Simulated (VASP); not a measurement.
# LaO4 (R-3m) in VASP: further runs

LaO4 is run at these levels: PBE; tasks: single point, relaxation of cell and atoms.

Program: VASP 6.6.1. These are calculated values, not measurements. Logs are shortened: lines on timing, memory, paths and dates and some standing lists are left out, and cuts for length are marked.

**1. The cell of the first run**

Symmetry: R-3m, No. 166, trigonal system. Conventional cell: a = 4.628 Å, b = 4.628 Å, c = 11.910 Å, α = 90.00°, β = 90.00°, γ = 120.00°. Within 3.2 Å of La (site symmetry -3m) lie 6 O at 2.39 Å. Within 3.1 Å of O (site symmetry 2/m) lie 6 O at 2.31 Å and 2 La at 2.39 Å. Within 3.1 Å of O (site symmetry -3m) lie 6 O at 2.31 Å.

The cell was generated, and may not be a known phase.

**2. Single point, PBE**

INCAR reads:

```
  PREC = Accurate
  ENCUT = 520
  EDIFF = 1E-6
  ISMEAR = 0
  SIGMA = 0.1
  LREAL = F
  LASPH = T
  NELM = 60
  ALGO = Normal
  ISIF = 2
  LWAVE = F
  LCHARG = F
  GGA = PE
  NBANDS = 26
```

KPOINTS reads:

```
regular mesh
0
Gamma
  6 6 6
```

POSCAR reads:

```
LaO4
1.0
    2.3141915588      1.3360991194      3.9699001053
   -2.3141915588      1.3360991194      3.9699001053
    0.0000000000     -2.6721982388      3.9699001053
La O
1 4
Direct
    0.0000000000      0.0000000000      0.0000000000
    0.0000000000      0.0000000000      0.5000000000
    0.5000000000      0.0000000000      0.0000000000
    0.0000000000      0.5000000000      0.0000000000
    0.5000000000      0.5000000000      0.5000000000
```

Potentials or basis: VASP PAW PBE potentials, release 64 (La, O).

Started as:

```bash
$ cat potpaw_PBE.64/La/POTCAR potpaw_PBE.64/O/POTCAR > POTCAR
$ mpirun -np 1 vasp_std > vasp.out
```

OUTCAR:

```text
PREC = Accurate
   ENCUT = 520
   EDIFF = 1E-6
   ISMEAR = 0
   LREAL = F
   LASPH = T
   NELM = 60
   ISIF = 2
   GGA = PE

 ion  position               nearest neighbor table
   1  0.000  0.000  0.000-   2 2.39   2 2.39   4 2.39   3 2.39   4 2.39   3 2.39
   2  0.000  0.000  0.500-   1 2.39   1 2.39
   3  0.500  0.000  0.000-   1 2.39   1 2.39
   4  0.000  0.500  0.000-   1 2.39   1 2.39
   5  0.500  0.500  0.500-

  LATTYP: Found a trigonal (rhomboedric) cell.
 ALAT       =     4.7854728370
 COS(alpha) =     0.5322875883

  Lattice vectors:

 A1 = (   2.3141915588,   1.3360991194,   3.9699001053)
 A2 = (  -2.3141915588,   1.3360991194,   3.9699001053)
 A3 = (   0.0000000000,  -2.6721982388,   3.9699001053)

Analysis of symmetry for initial positions (statically):
=====================================================================
 Subroutine PRICEL returns:
 Original cell was already a primitive cell.

 Routine SETGRP: Setting up the symmetry group for a
 trigonal (rhombohedral) supercell.

 Subroutine GETGRP returns: Found 12 space group operations
 (whereof 12 operations were pure point group operations)
 out of a pool of 12 trial point group operations.

The static configuration has the point symmetry D_3d.

Analysis of symmetry for dynamics (positions and initial velocities):
=====================================================================
 Subroutine PRICEL returns:
 Original cell was already a primitive cell.

 Routine SETGRP: Setting up the symmetry group for a
 trigonal (rhombohedral) supercell.

 Subroutine GETGRP returns: Found 12 space group operations
 (whereof 12 operations were pure point group operations)
 out of a pool of 12 trial point group operations.

The dynamic configuration has the point symmetry D_3d.

 Subroutine INISYM returns: Found 12 space group operations
 (whereof 12 operations are pure point group operations),
 and found     1 'primitive' translations

----------------------------------------------------------------------------------------

                                     Primitive cell

  volume of cell :      73.6493

[... 89 lines left out ...]
   LNONCOLLINEAR =      F non collinear calculations
   LSORBIT =      F    spin-orbit coupling
   LASPH  =      T    aspherical Exc in radial PAW
   ENCUT  =  520.0 eV  38.22 Ry    6.18 a.u.   8.90  8.90  8.90*2*pi/ulx,y,z
   NELM   =     60;   NELMIN=  2; NELMDL= -5     # of ELM steps
   EDIFF  = 0.1E-05   stopping-criterion for ELM
   LREAL  =      F    real-space projection
   EDIFFG = 0.1E-04   stopping-criterion for IOM
   NSW    =      0    number of steps for IOM
   IBRION =     -1    ionic relax: 0-MD 1-quasi-New 2-CG
   NFREE  =      0    steps in history (QN), initial steepest desc. (CG)
   ISIF   =      2    stress and relaxation
   ISYM   =      2    0-nonsym 1-usesym 2-fastsym
   POTIM  = 0.5000    time-step for ionic-motion
   TEBEG  =    0.0;   TEEND  =   0.0 temperature during run
   PSTRESS=    0.0 pullay stress
   NELECT =      35.0000    total number of electrons
   NUPDOWN=      -1.0000    fix difference up-down
   EMIN   =  10.00;   EMAX   =-10.00  energy-range for DOS
   EFERMI =   0.00;   METHOD = LEGACY
   ISMEAR =     0;   SIGMA  =   0.10  broadening in eV -4-tet -1-fermi 0-gaus
   EFERMI_NEDOS =   21; number of points for ismear=-14 and -15
   IALGO  =     38    algorithm
   IMIX   =      4    mixing-type and parameters
     AMIX     =   0.40;   BMIX     =  1.00
     AMIX_MAG =   1.60;   BMIX_MAG =  1.00
  volume/ion in A,a.u.               =      14.73        99.40
  Fermi-wavevector in a.u.,A,eV,Ry     =   1.277540  2.414201 22.206191  1.632109
  Thomas-Fermi vector in A             =   2.410134
   LORBIT       =      0    0 simple, 1 ext, 2 COOP (PROOUT), +10 PAW based schemes
   GGA     = PE    functional components
   LHFCALC =     F    Hartree Fock is set to
   AEXX    =    0.0000 exact exchange contribution
   IVDW    =     0    specifies the selected vdW correction
   LEPSILON=     F    determine dielectric tensor
   LRPA    =     F    only Hartree local field effects (RPA)
 non-spin polarized calculation
 Gauss-broadening in eV      SIGMA  =   0.10
  energy-cutoff  :      520.00
  volume of cell :       73.65
 maximum number of plane-waves:      2018
   NGX = 17   NGY = 17   NGZ = 17

 number of electron      34.9999994 magnetization

 Free energy of the ion-electron system (eV)
  ---------------------------------------------------
  ext. energy  EPLUGINS =         0.00000000
  ---------------------------------------------------
  free energy    TOTEN  =       -27.01924573 eV

  energy without entropy =      -26.99596553  energy(sigma->0) =      -27.00760563

 E-fermi :   3.3723     XC(G=0):  -9.7302

 val. band max:        3.3697718518   @ k =   0.3333   0.1667  -0.0000
 cond. band min:       3.3833511487   @ k =  -0.1667   0.5000   0.1667
 fundamental gap:      0.0135792969
 Fermi energy:         3.3723093122

 k-point     1 :       0.0000    0.0000    0.0000
  band No.  band energies     occupation
      1     -27.1485      2.00000
      2     -15.1246      2.00000
      3     -12.8341      2.00000
      4     -12.8341      2.00000
      5     -12.2677      2.00000
      6     -11.4071      2.00000
[... 685 lines left out ...]
     25       8.0850      0.00000
     26       8.1418      0.00000

 [... further k-points ...]

------------------------ aborting loop because EDIFF is reached ----------------------------------------

  FORCE on cell =-STRESS in cart. coord.  units (eV):
  Direction    XX          YY          ZZ          XY          YZ          ZX
  --------------------------------------------------------------------------------------
  -------------------------------------------------------------------------------------
  Total       -0.0752526     -0.0752526     -0.2050508      0.0000000      0.0000000      0.0000000
  in kB       -1.6370554     -1.6370554     -4.4607022      0.0000000      0.0000000      0.0000000
  external PRESSURE =      -2.5782710 kB  Pullay stress =       0.0000000 kB

 VOLUME and BASIS-vectors are now :
 -----------------------------------------------------------------------------
  energy-cutoff  :      520.00
  volume of cell :       73.65
      direct lattice vectors                 reciprocal lattice vectors
     2.314191559  1.336099119  3.969900105     0.216058173  0.124741244  0.083965169
    -2.314191559  1.336099119  3.969900105    -0.216058173  0.124741244  0.083965169
     0.000000000 -2.672198239  3.969900105     0.000000000 -0.249482489  0.083965169

 POSITION                                       TOTAL-FORCE (eV/Angst)
 -----------------------------------------------------------------------------------
      0.00000      0.00000      0.00000         0.000000     -0.000000     -0.000000
      0.00000     -1.33610      1.98495        -0.000000      0.000000     -0.000000
      1.15710      0.66805      1.98495         0.000000     -0.000000      0.000000
     -1.15710      0.66805      1.98495        -0.000000      0.000000     -0.000000
      0.00000      0.00000      5.95485         0.000000     -0.000000      0.000000
 -----------------------------------------------------------------------------------
    total drift:                                0.000000      0.000000     -0.000000

  FREE ENERGIE OF THE ION-ELECTRON SYSTEM (eV)
  ---------------------------------------------------
  free  energy   TOTEN  =       -27.0192457277 eV

  energy  without entropy=      -26.9959655304  energy(sigma->0) =      -27.00760563
```

OSZICAR:

```text
N       E                     dE             d eps       ncg     rms          rms(c)
DAV:   1     0.361246490116E+03    0.36125E+03   -0.15042E+04  1788   0.190E+03
DAV:   2     0.494506907661E+02   -0.31180E+03   -0.27093E+03  1936   0.343E+02
DAV:   3    -0.231241385011E+02   -0.72575E+02   -0.68260E+02  2436   0.171E+02
DAV:   4    -0.288084149325E+02   -0.56843E+01   -0.53525E+01  2744   0.563E+01
DAV:   5    -0.290448984454E+02   -0.23648E+00   -0.23345E+00  2318   0.872E+00    0.128E+01
DAV:   6    -0.334627381566E+02   -0.44178E+01   -0.61656E+01  2160   0.300E+01    0.198E+01
DAV:   7    -0.271211209938E+02    0.63416E+01   -0.97070E+00  2126   0.200E+01    0.572E+00
DAV:   8    -0.272501038266E+02   -0.12898E+00   -0.42076E+00  2628   0.108E+01    0.593E+00
DAV:   9    -0.271896396807E+02    0.60464E-01   -0.42435E+00  2748   0.740E+00    0.427E+00
DAV:  10    -0.270367951433E+02    0.15284E+00   -0.30424E-01  2544   0.310E+00    0.169E+00
DAV:  11    -0.270344879570E+02    0.23072E-02   -0.35639E-01  2614   0.295E+00    0.142E+00
DAV:  12    -0.270216286644E+02    0.12859E-01   -0.34859E-02  2116   0.114E+00    0.624E-01
DAV:  13    -0.270202109714E+02    0.14177E-02   -0.32688E-02  2504   0.863E-01    0.361E-01
DAV:  14    -0.270197716959E+02    0.43928E-03   -0.15004E-03  2174   0.269E-01    0.256E-01
DAV:  15    -0.270192214155E+02    0.55028E-03   -0.17253E-03  2576   0.210E-01    0.345E-02
DAV:  16    -0.270192445246E+02   -0.23109E-04   -0.10751E-04  2208   0.685E-02    0.147E-02
DAV:  17    -0.270192463803E+02   -0.18557E-05   -0.67374E-06  2584   0.189E-02    0.109E-02
DAV:  18    -0.270192457277E+02    0.65265E-06   -0.19776E-06  1768   0.983E-03
   1 F= -.27019246E+02 E0= -.27007606E+02  d E =-.232802E-01
```

stdout:

```text
POSCAR found type information on POSCAR LaO
 POSCAR found :  2 types and       5 ions
 scaLAPACK will be used
 LDA part: xc-table for (Slater+PW92), standard interpolation
 POSCAR, INCAR and KPOINTS ok, starting setup
 FFT: planning ... GRIDC
 FFT: planning ... GRID_SOFT
 FFT: planning ... GRID
 WAVECAR not read
 entering main loop
```

Run time: 72 s. Hardware: 1 thread of Intel Xeon Platinum 8259CL at 2.50GHz (Skylake/Cascade Lake), shared host; peak memory 0.24 GiB.

Results:

```yaml
Free_energy: -27.0192 eV
Pressure: -0.3 GPa
Band_gap_on_the_k_mesh: zero (an odd number of electrons rules out a gap without spin polarisation)
```

Stress tensor (GPa, compression positive):
```
-0.16  0.00  0.00
 0.00 -0.16  0.00
 0.00  0.00 -0.45
```

Caveat: spin-orbit coupling is left out, which moves the levels of the heavy elements; an odd number of electrons without spin polarisation forces a metal; a magnetic or distorted state may lie lower.

(Continued in part 2 of 2.)

The gap in the log of VASP goes by the Fermi energy; the results here count the filled bands.